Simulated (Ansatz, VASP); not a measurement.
# One calculation of NaCaI3, two programs

```xyz
5
Lattice="6.1259 0.0000 0.0000 0.0000 6.1259 0.0000 0.0000 0.0000 6.1259" Properties=species:S:1:pos:R:3 pbc="T T T"
Na    0.0000    0.0000    0.0000
Ca    3.0629    3.0629    3.0629
I     3.0629    3.0629    0.0000
I     3.0629    0.0000    3.0629
I     0.0000    3.0629    3.0629
```

Alike in both runs: task single point; functional PBE; k mesh 4 × 4 × 4; occupations fermi-dirac, width 0.02 eV; no spin polarisation.

|  | VASP | Ansatz |
| --- | --- | --- |
| version | VASP 6.6.1 | Ansatz 0.2.0 |
| potentials or method | VASP PAW PBE potentials, release 64 (Na_pv, Ca_sv, I) | plane waves, PAW |
| plane-wave cutoff (eV) | 520 | 420 |
| valence electrons in the cell | 38 | 70 |

```tsv
	VASP	Ansatz	Ansatz less VASP
gap on the k mesh at the Fermi level (eV)	2.40	2.40	+0.002
pressure (GPa)	0.2	0.2	-0.04
```

VASP's potentials hold 38 valence electrons a cell and Ansatz's 70, so a difference there can come from the potentials and not from the codes.

Spin-orbit coupling is off throughout.
